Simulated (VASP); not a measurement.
Write the native input for VASP 6.6.1 that does the following.

```yaml
Task: single point
Functional: PBE
Potentials_or_basis: VASP PAW PBE potentials, release 64 (Hf_pv, B)
Cutoff: 520 eV
k_mesh: 4 × 4 × 4
Occupations: gaussian, width 0.1 eV
Spin: no spin polarisation
Dipole_correction: no
Further_INCAR_settings: ALGO = Fast; EDIFF = 1e-07; NBANDS = 43
```

The structure of Hf3B lies in POSCAR:

```
Hf3B
1.0
    6.6134465820      0.0000000000      0.0000000000
    0.0000000000      6.6134465820      0.0000000000
    0.0000000000      0.0000000000      3.8734945508
Hf B
6 2
Direct
    0.2500000000      0.7500000000      0.0000000000
    0.7500000000      0.2500000000      0.0000000000
    0.7500000000      0.7500000000      0.0000000000
    0.2500000000      0.2500000000      0.0000000000
    0.5000000000      0.0000000000      0.5000051350
    0.0000000000      0.5000000000      0.4999948650
    0.0000000000      0.0000000000      0.0000000000
    0.5000000000      0.5000000000      0.0000000000
```

The cell was generated, and may not be a known phase.

One way to write it, as run:

INCAR

```
SYSTEM = Hf3B
PREC = Accurate
ENCUT = 520
EDIFF = 1E-7
ISMEAR = 0
SIGMA = 0.1
LREAL = .False.
LASPH = .True.
NELM = 60
ALGO = Fast
ISIF = 2
LWAVE = .False.
LCHARG = .False.
GGA = PE
NBANDS = 43
```

KPOINTS

```
Automatic mesh
0
Gamma
  4 4 4
  0 0 0
```

Potentials or basis: VASP PAW PBE potentials, release 64 (Hf_pv, B).

Launch:

```sh
$ cat potpaw_PBE.64/Hf_pv/POTCAR potpaw_PBE.64/B/POTCAR > POTCAR
$ mpirun -np 1 vasp_std > vasp.out
```

It gave:

The pressure is -0.2 GPa and the band gap on the k mesh is zero (bands 33 and 34 overlap by 0.79 eV).

Caveat: the k points lie up to 0.41 Å⁻¹ apart, too coarse for converged energies and pressures of a metal; spin-orbit coupling is left out, which moves the levels of the heavy elements.

It took 2.6 min on 1 thread of Intel(R) Xeon(R) Platinum 8488C (Sapphire Rapids), on a shared host, peak memory 0.31 GiB.
